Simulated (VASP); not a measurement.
Runs of VASP 6.6.1 on Re. The structure is that of space group P6/mmm (No. 191), or close to it. The cells are those of the table. This isn't the form of Re at room conditions, which is hcp.

```csv
cell,k mesh,gap on the mesh (eV),pressure (GPa)
"a = 4.341, b = 4.341, c = 2.718 Å, angles 90.0, 90.0, 120.0°, 3 atoms",8 × 8 × 12,none,-0.3
"a = 4.509, b = 4.509, c = 2.822 Å, angles 90.0, 90.0, 120.0°, 3 atoms",10 × 10 × 13,none,(a)
"a = 4.399, b = 4.399, c = 2.754 Å, angles 90.0, 90.0, 120.0°, 3 atoms",10 × 10 × 13,none,-13.9
"a = 4.160, b = 4.160, c = 2.604 Å, angles 90.0, 90.0, 120.0°, 3 atoms",10 × 10 × 13,none,(b)
"a = 4.341, b = 4.341, c = 2.718 Å, angles 90.0, 90.0, 120.0°, 3 atoms",10 × 10 × 13,none,-0.2
```

Alike in all rows: task single point; level PBEsol; potentials or basis VASP PAW PBE potentials, release 64 (Re); no spin polarisation; cutoff (eV) 520; smearing fermi-dirac 0.1 eV.

Question: Fill in the values left out.

Answer: (a) -33.6; (b) 64.3.

Caveats: the PAW data sets were made with another functional, which shifts forces and pressure a little; spin-orbit coupling is left out, which moves the levels of the heavy elements; the cell stands under tension (at least some runs); the stress differs along the axes, from 61 to 66 GPa (at least some runs).

A k mesh can miss the band edges, and the runs leave out spin-orbit coupling on Re.

A gap of «none» marks levels without a gap at the run's occupations.
